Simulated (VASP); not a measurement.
Here is a VASP 6.6.1 calculation.

File INCAR:

```
SYSTEM = BN
PREC = Accurate ; ENCUT = 520
EDIFF = 1E-6 ; ISMEAR = 0
SIGMA = 0.01 ; LREAL = .FALSE.
LASPH = .TRUE. ; NELM = 80
ALGO = Normal ; ISIF = 2
LWAVE = .FALSE. ; LCHARG = .TRUE.
GGA = PE ; LELF = .TRUE.
LVHAR = .TRUE. ; NBANDS = 11
```

The input KPOINTS:

```
regular mesh
0
G
  14 14 14
  0 0 0
```

POSCAR

```
BN
1.0
    0.0000000000      1.8075000000      1.8075000000
    1.8075000000      0.0000000000      1.8075000000
    1.8075000000      1.8075000000      0.0000000000
B N
1 1
Direct
    0.0000000000      0.0000000000      0.0000000000
    0.2500000000      0.2500000000      0.2500000000
```

Potentials or basis: VASP PAW PBE potentials, release 64 (B, N).

Command:

```sh
$ cat potpaw_PBE.64/B/POTCAR potpaw_PBE.64/N/POTCAR > POTCAR
$ mpirun -np 1 vasp_std > vasp.out
```

**Question.** Predict the pressure.

**Answer.** 3.3 GPa.

**Question.** Predict the band gap on the k mesh.

**Answer.** 4.46 eV, indirect (least direct gap 8.82 eV).

A k mesh can miss the band edges. Expect the measured gap to be larger: semilocal functionals such as PBE lack the derivative discontinuity.
